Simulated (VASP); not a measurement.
Runs of VASP 6.6.1 on ScAl2N3. The structure is that of space group P6/mmm (No. 191), or close to it. The cells are those of the table. The cell was built from a structure type or drawn by symmetry, and may not be a known phase.

```tsv
task	cell	k mesh	cutoff (eV)	gap on the mesh (eV)	pressure (GPa)	relaxed volume (Å³/atom)
relaxation of cell and atoms	relaxed from a = 4.593, b = 4.593, c = 5.263 Å, angles 90.0, 90.0, 120.0°, 6 atoms	6 × 6 × 4	600	none	0.0	19.37
single point	a = 7.453, b = 7.453, c = 3.523 Å, angles 90.0, 90.0, 120.0°, 6 atoms	6 × 6 × 10	520	none	0.1	-
relaxation of cell and atoms	relaxed from a = 7.457, b = 7.457, c = 3.528 Å, angles 90.0, 90.0, 120.0°, 6 atoms	6 × 6 × 10	600	none	0.0	(b)
single point	a = 7.374, b = 7.374, c = 3.526 Å, angles 90.0, 90.0, 120.0°, 6 atoms	6 × 6 × 4	520	none	(a)	-
single point	a = 4.593, b = 4.593, c = 5.263 Å, angles 90.0, 90.0, 120.0°, 6 atoms	6 × 6 × 4	520	none	-8.6	-
```

Alike in all rows: level PBE; potentials or basis VASP PAW PBE potentials, release 64 (Sc_sv, Al, N); no spin polarisation; smearing gaussian 0.1 eV.

Q: Estimate the missing entries.

A: (a) 0.2; (b) 27.40.

Caveats: some runs use coarse meshes; the volume moved by over 15 % at a fixed basis, so the end points are rough (at least some runs); the cell stands under tension (at least some runs).

A gap of «none» marks levels without a gap at the run's occupations.
